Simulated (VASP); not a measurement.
# Al (Fd-3m) in VASP: further runs

The runs below take Al through single point, with PBE.

Program: VASP 6.6.1. These are calculated values, not measurements. Logs are shortened: lines on timing, memory, paths and dates and some standing lists are left out, and cuts for length are marked.

## Step 1: The cell of the first run

It takes space group Fd-3m (No. 227, cubic). The conventional cell has a = 4.349 Å, b = 4.349 Å, c = 4.349 Å, α = 90.00°, β = 90.00°, γ = 90.00°. Al (site symmetry -43m) has 4 Al at 1.88 Å within 2.5 Å.

## Step 2: Single point, PBE

INCAR

```
  PREC = Accurate
  ENCUT = 520
  EDIFF = 1E-7
  ISMEAR = -1
  SIGMA = 0.08
  LREAL = False
  LASPH = True
  NELM = 60
  ALGO = Normal
  ISIF = 2
  LWAVE = False
  LCHARG = False
  GGA = PE
  NBANDS = 10
```

KPOINTS

```
Automatic mesh
0
Gamma
  15 15 15
```

POSCAR

```
Al
1.0
    0.0000000000      2.1743015102      2.1743015102
    2.1743015102      0.0000000000      2.1743015102
    2.1743015102      2.1743015102      0.0000000000
Al
2
Direct
   -0.1250000000     -0.1250000000     -0.1250000000
    0.1250000000      0.1250000000      0.1250000000
```

Potentials or basis: VASP PAW PBE potentials, release 64 (Al).

Started as:

```
> cat potpaw_PBE.64/Al/POTCAR > POTCAR
> mpirun -np 1 vasp_std > vasp.out
```

OUTCAR:

```text
PREC = Accurate
   ENCUT = 520
   EDIFF = 1E-7
   ISMEAR = -1
   LREAL = False
   LASPH = True
   NELM = 60
   ISIF = 2
   GGA = PE

 ion  position               nearest neighbor table
   1  0.875  0.875  0.875-   2 1.88   2 1.88   2 1.88   2 1.88
   2  0.125  0.125  0.125-   1 1.88   1 1.88   1 1.88   1 1.88

  LATTYP: Found a face centered cubic cell.
 ALAT       =     4.3486030204

  Lattice vectors:

 A1 = (   0.0000000000,   2.1743015102,   2.1743015102)
 A2 = (   2.1743015102,   0.0000000000,   2.1743015102)
 A3 = (   2.1743015102,   2.1743015102,   0.0000000000)

Analysis of symmetry for initial positions (statically):
=====================================================================
 Subroutine PRICEL returns:
 Original cell was already a primitive cell.

 Routine SETGRP: Setting up the symmetry group for a
 face centered cubic supercell.

 Subroutine GETGRP returns: Found 48 space group operations
 (whereof 12 operations were pure point group operations)
 out of a pool of 48 trial point group operations.

The static configuration has the point symmetry D_3d.
 The point group associated with its full space group is O_h .

Analysis of symmetry for dynamics (positions and initial velocities):
=====================================================================
 Subroutine PRICEL returns:
 Original cell was already a primitive cell.

 Routine SETGRP: Setting up the symmetry group for a
 face centered cubic supercell.

 Subroutine GETGRP returns: Found 48 space group operations
 (whereof 12 operations were pure point group operations)
 out of a pool of 48 trial point group operations.

The dynamic configuration has the point symmetry D_3d.
 The point group associated with its full space group is O_h .

 Subroutine INISYM returns: Found 48 space group operations
 (whereof 12 operations are pure point group operations),
 and found     1 'primitive' translations

----------------------------------------------------------------------------------------

                                     Primitive cell

  volume of cell :      20.5584

  direct lattice vectors                    reciprocal lattice vectors
     0.000000000  2.174301510  2.174301510    -0.229958908  0.229958908  0.229958908
     2.174301510  0.000000000  2.174301510     0.229958908 -0.229958908  0.229958908
     2.174301510  2.174301510  0.000000000     0.229958908  0.229958908 -0.229958908

  length of vectors
     3.074926684  3.074926684  3.074926684     0.398300512  0.398300512  0.398300512

[... 81 lines left out ...]
   LREAL  =      F    real-space projection
   EDIFFG = 0.1E-05   stopping-criterion for IOM
   NSW    =      0    number of steps for IOM
   IBRION =     -1    ionic relax: 0-MD 1-quasi-New 2-CG
   NFREE  =      0    steps in history (QN), initial steepest desc. (CG)
   ISIF   =      2    stress and relaxation
   ISYM   =      2    0-nonsym 1-usesym 2-fastsym
   POTIM  = 0.5000    time-step for ionic-motion
   TEBEG  =    0.0;   TEEND  =   0.0 temperature during run
   PSTRESS=    0.0 pullay stress
   NELECT =       6.0000    total number of electrons
   NUPDOWN=      -1.0000    fix difference up-down
   EMIN   =  10.00;   EMAX   =-10.00  energy-range for DOS
   EFERMI =   0.00;   METHOD = LEGACY
   ISMEAR =    -1;   SIGMA  =   0.08  broadening in eV -4-tet -1-fermi 0-gaus
   EFERMI_NEDOS =   21; number of points for ismear=-14 and -15
   IALGO  =     38    algorithm
   IMIX   =      4    mixing-type and parameters
     AMIX     =   0.40;   BMIX     =  1.00
     AMIX_MAG =   1.60;   BMIX_MAG =  1.00
  volume/ion in A,a.u.               =      10.28        69.37
  Fermi-wavevector in a.u.,A,eV,Ry     =   1.085914  2.052080 16.044119  1.179209
  Thomas-Fermi vector in A             =   2.222039
   LORBIT       =      0    0 simple, 1 ext, 2 COOP (PROOUT), +10 PAW based schemes
   GGA     = PE    functional components
   LHFCALC =     F    Hartree Fock is set to
   AEXX    =    0.0000 exact exchange contribution
   IVDW    =     0    specifies the selected vdW correction
   LEPSILON=     F    determine dielectric tensor
   LRPA    =     F    only Hartree local field effects (RPA)
 non-spin polarized calculation
  energy-cutoff  :      520.00
  volume of cell :       20.56
 maximum number of plane-waves:       564
   NGX = 11   NGY = 11   NGZ = 11

 number of electron       6.0000000 magnetization

 Free energy of the ion-electron system (eV)
  ---------------------------------------------------
  ext. energy  EPLUGINS =         0.00000000
  ---------------------------------------------------
  free energy    TOTEN  =         5.61313377 eV

  energy without entropy =        5.62831180  energy(sigma->0) =        5.62072278

 E-fermi :  13.3261     XC(G=0): -11.9358

 val. band max:       13.3248497749   @ k =  -0.2667   0.1333   0.0000
 cond. band min:      13.3585341098   @ k =  -0.3333   0.1333   0.0000
 fundamental gap:      0.0336843349
 Fermi energy:        13.3260968946

 k-point     1 :       0.0000    0.0000    0.0000
  band No.  band energies     occupation
      1      -0.7706      2.00000
      2      17.8464      0.00000
      3      17.8464      0.00000
      4      17.8464      0.00000
      5      19.2578      0.00000
      6      19.2578      0.00000
      7      19.2578      0.00000
      8      23.0548      0.00000
      9      23.0548      0.00000
     10      28.2236      0.00000
[... 287 lines left out ...]
 k-point    24 :       0.2000    0.1333    0.0000
  band No.  band energies     occupation
      1       0.1570      2.00000
      2      14.3438      0.00001
      3      15.2511      0.00000
      4      16.8131      0.00000
      5      18.1805      0.00000
      6      18.8881      0.00000
      7      22.6728      0.00000
      8      22.7539      0.00000
      9      23.8659      0.00000
     10      28.5356      0.00000

 [... further k-points ...]
[... 5 lines left out ...]
  --------------------------------------------------------------------------------------
  -------------------------------------------------------------------------------------
  Total       29.6635819     29.6635819     29.6635819      0.0000000      0.0000000      0.0000000
  in kB     2311.7713423   2311.7713423   2311.7713423      0.0000000      0.0000000      0.0000000
  external PRESSURE =    2311.7713423 kB  Pullay stress =       0.0000000 kB

 VOLUME and BASIS-vectors are now :
 -----------------------------------------------------------------------------
  energy-cutoff  :      520.00
  volume of cell :       20.56
      direct lattice vectors                 reciprocal lattice vectors
     0.000000000  2.174301510  2.174301510    -0.229958908  0.229958908  0.229958908
     2.174301510  0.000000000  2.174301510     0.229958908 -0.229958908  0.229958908
     2.174301510  2.174301510  0.000000000     0.229958908  0.229958908 -0.229958908

 POSITION                                       TOTAL-FORCE (eV/Angst)
 -----------------------------------------------------------------------------------
      3.80503      3.80503      3.80503         0.000000      0.000000      0.000000
      0.54358      0.54358      0.54358        -0.000000     -0.000000     -0.000000
 -----------------------------------------------------------------------------------
    total drift:                                0.000000     -0.000000     -0.000000

  FREE ENERGIE OF THE ION-ELECTRON SYSTEM (eV)
  ---------------------------------------------------
  free  energy   TOTEN  =         5.6131337653 eV

  energy  without entropy=        5.6283117974  energy(sigma->0) =        5.62072278
```

stdout:

```text
POSCAR found type information on POSCAR Al
 POSCAR found :  1 types and       2 ions
 scaLAPACK will be used
 LDA part: xc-table for (Slater+PW92), standard interpolation
 POSCAR, INCAR and KPOINTS ok, starting setup
 FFT: planning ... GRIDC
 FFT: planning ... GRID_SOFT
 FFT: planning ... GRID
 WAVECAR not read
 entering main loop
```

It took 35 s on 1 thread of AMD EPYC 7R13, shared host; peak memory 0.11 GiB.

Results:

* Free energy: 5.6131 eV
* Pressure: 231.2 GPa
* Band gap on the k mesh: zero (band 3 reaches 17.85 eV, above the bottom of band 4 at 9.25 eV)

Levels at points of the mesh, in eV from the Fermi level:
| k point | band 1 | band 2 | band 3 | band 4 | band 5 | band 6 |
| --- | --- | --- | --- | --- | --- | --- |
| (0.00, 0.00, 0.00) | -14.10 | 4.52 | 4.52 | 4.52 | 5.93 | 5.93 |

## Step 3: Single point, PBE

INCAR

```
PREC     = Accurate       # precision mode
ENCUT    = 520            # plane-wave cutoff, eV
EDIFF    = 1E-7           # SCF threshold, eV
ISMEAR   = -1             # smearing method
SIGMA    = 0.08           # smearing width, eV
LREAL    = F              # projectors in reciprocal space
LASPH    = T              # aspherical terms in the spheres
NELM     = 60             # most SCF steps
ALGO     = Normal         # electronic algorithm
ISIF     = 2              # what is computed and relaxed
LWAVE    = F              # write WAVECAR
LCHARG   = F              # write CHGCAR
GGA      = PE             # functional
NBANDS   = 10             # bands
```

KPOINTS is that of step 2.

POSCAR

```
Al
1.0
    0.0000000000      2.1735297231      2.1735297231
    2.1735297231      0.0000000000      2.1735297231
    2.1735297231      2.1735297231      0.0000000000
Al
2
Direct
   -0.1250000000     -0.1250000000     -0.1250000000
    0.1250000000      0.1250000000      0.1250000000
```

Potentials or basis: VASP PAW PBE potentials, release 64 (Al).

Started as:

```
> cat potpaw_PBE.64/Al/POTCAR > POTCAR
> mpirun -np 1 vasp_std > vasp.out
```

It took 38 s on 1 thread of AMD EPYC 7R13, shared host; peak memory 0.11 GiB.

The run converged. Its results:

```yaml
Free_energy: 5.6448 eV
Pressure: 231.8 GPa
Band_gap_on_the_k_mesh: zero (band 3 reaches 17.87 eV, above the bottom of band 4 at 9.26 eV)
```

Levels at points of the mesh, in eV from the Fermi level:
```csv
k point,band 1,band 2,band 3,band 4,band 5,band 6
"(0.00, 0.00, 0.00)",-14.11,4.52,4.52,4.52,5.93,5.93
```
